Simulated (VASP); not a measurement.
Input of a VASP 6.6.1 run:

File INCAR:

```
  PREC = Accurate
  ENCUT = 520
  EDIFF = 1E-6
  ISMEAR = 0
  SIGMA = 0.05
  LREAL = Auto
  LASPH = True
  NELM = 100
  ALGO = Normal
  ISIF = 2
  LWAVE = False
  LCHARG = False
  LDIPOL = True
  IDIPOL = 3
  DIPOL = 0.5 0.5 0.500
  GGA = PE
  IVDW = 12
  NBANDS = 106
```

File KPOINTS:

```
Automatic mesh
0
Gamma
  3 2 1
```

POSCAR

```
Si3H2N4O
1.0
    5.8226178753      0.0000000000      0.0000000000
    0.0000000000      7.6192383072      0.0000000000
    0.0000000000      0.0000000000     25.8765671956
Si N O H
12 16 4 8
Direct
    0.3750000000      0.5290403540      0.3964089579
    0.8750000000      0.5290403540      0.3964089579
    0.1250000000      0.2098373769      0.4407992680
    0.6250000000      0.2098373769      0.4407992680
    0.1250000000      0.8192029771      0.4556096899
    0.6250000000      0.8192029771      0.4556096899
    0.3751478601      0.1768353898      0.5443749367
    0.8751478601      0.1768353898      0.5443749367
    0.3749481471      0.7843268594      0.5591544412
    0.8749481471      0.7843268594      0.5591544412
    0.1256466365      0.4641455895      0.6034977406
    0.6256466365      0.4641455895      0.6034977406
    0.1250000000      0.0000000000      0.4150009108
    0.6250000000      0.0000000000      0.4150009108
    0.1250000000      0.6350876240      0.4158651445
    0.6250000000      0.6350876240      0.4158651445
    0.3750000000      0.3200857031      0.4234855972
    0.8750000000      0.3200857031      0.4234855972
    0.3750000000      0.8150019209      0.4923795473
    0.8750000000      0.8150019209      0.4923795473
    0.1251303347      0.1850310093      0.5074201485
    0.6251303347      0.1850310093      0.5074201485
    0.1249271033      0.6735182205      0.5771871793
    0.6249271033      0.6735182205      0.5771871793
    0.3754524263      0.3584132690      0.5854882876
    0.8754524263      0.3584132690      0.5854882876
    0.3750889613     -0.0059312402      0.5830812952
    0.8750889613     -0.0059312402      0.5830812952
    0.3613893144      0.5174107901      0.3322062916
    0.8613893144      0.5174107901      0.3322062916
    0.1391969318      0.4772418559      0.6677610007
    0.6391969318      0.4772418559      0.6677610007
    0.5120853808      0.5054879962      0.3159333207
    1.0120853808      0.5054879962      0.3159333207
    0.1260211367      0.9804704383      0.3762913353
    0.6260211367      0.9804704383      0.3762913353
    0.3746572832      0.0139453363      0.6218509664
    0.8746572832      0.0139453363      0.6218509664
   -0.0115091491      0.4897526419      0.6839815042
    0.4884908509      0.4897526419      0.6839815042
```

Potentials or basis: VASP PAW PBE potentials, release 64 (Si, N, O, H).

Command:

```bash
$ cat potpaw_PBE.64/Si/POTCAR potpaw_PBE.64/N/POTCAR potpaw_PBE.64/O/POTCAR potpaw_PBE.64/H/POTCAR > POTCAR
$ mpirun -np 1 vasp_std > vasp.out
```

(1) Estimate the band gap on the k mesh.

(2) Predict the dispersion energy per atom.

(3) What does it give for the largest force?

## Answers

(1) 3.37 eV.

(2) -0.144 eV.

(3) 0.889 eV/Å.
